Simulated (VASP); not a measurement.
Input of a VASP 6.6.1 run:

Contents of INCAR:

```
SYSTEM = Mg
PREC = Accurate
ENCUT = 520
EDIFF = 1E-6
ISMEAR = 0
SIGMA = 0.15
LREAL = .False.
LASPH = .True.
NELM = 100
ALGO = Fast
ISIF = 2
LWAVE = .False.
LCHARG = .True.
GGA = PE
LELF = .True.
LVHAR = .True.
NBANDS = 7
```

File KPOINTS:

```
Automatic mesh
0
Gamma
  20 20 20
  0 0 0
```

The input POSCAR:

```
Mg
1.0
   -1.8832607382      1.8832607382      1.7491754905
    1.8832607382     -1.8832607382      1.7491754905
    1.8832607382      1.8832607382     -1.7491754905
Mg
1
Direct
    0.0000000000      0.0000000000      0.0000000000
```

Potentials or basis: VASP PAW PBE potentials, release 64 (Mg).

Command:

```sh
$ cat potpaw_PBE.64/Mg/POTCAR > POTCAR
$ mpirun -np 1 vasp_std > vasp.out
```

(1) Estimate the pressure.

(2) What does it give for the band gap on the k mesh?

Results:

(1) -2.4 GPa.

(2) zero (band 1 reaches 5.37 eV, above the bottom of band 2 at 0.99 eV).
